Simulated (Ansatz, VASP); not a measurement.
# HC4 in VASP and in Ansatz

```xyz
10
Lattice="4.9314 0.0000 0.0000 -2.4657 4.2707 0.0000 0.0000 0.0000 18.0000" Properties=species:S:1:pos:R:3 pbc="T T T"
C     0.0000    1.4236    4.0000
C    -1.2329    3.5589    4.0000
C     2.4657    1.4236    4.0000
C     1.2329    3.5589    4.0000
C     1.2329    0.7118    4.0000
C     0.0000    2.8471    4.0000
C     3.6986    0.7118    4.0000
C     2.4657    2.8471    4.0000
H     0.4289    0.7429    7.0000
H     0.8039    1.3924    7.0000
```

Alike in both runs: task single point; functional PBE; dispersion D3(BJ); k mesh 6 × 6 × 1; occupations gaussian, width 0.1 eV; no spin polarisation.

```csv
,VASP,Ansatz
version,VASP 6.6.1,Ansatz 0.2.0
potentials or method,"VASP PAW PBE potentials, release 64 (C, H), cutoff 520 eV","scalar-relativistic, plane waves, PAW"
valence electrons in the cell,34,34
```

VASP gave:

- gap on the k mesh at the Fermi level (eV): none
- least direct gap on the mesh (eV): 0.00
- rms of the force components (eV/Å): 0.016

**Question.** Estimate Ansatz's values.

**Answer.** gap on the k mesh at the Fermi level (eV): none; least direct gap on the mesh (eV): 0.00; rms of the force components (eV/Å): 0.018.

Atom by atom the forces differ by 0.007 eV/Å (rms over components). A gap of «none» marks a metal or a gap that the smearing closes. Ansatz's warnings: structure snapped to symmetry.

A gap of «none» marks a metal or a gap under the smearing width.
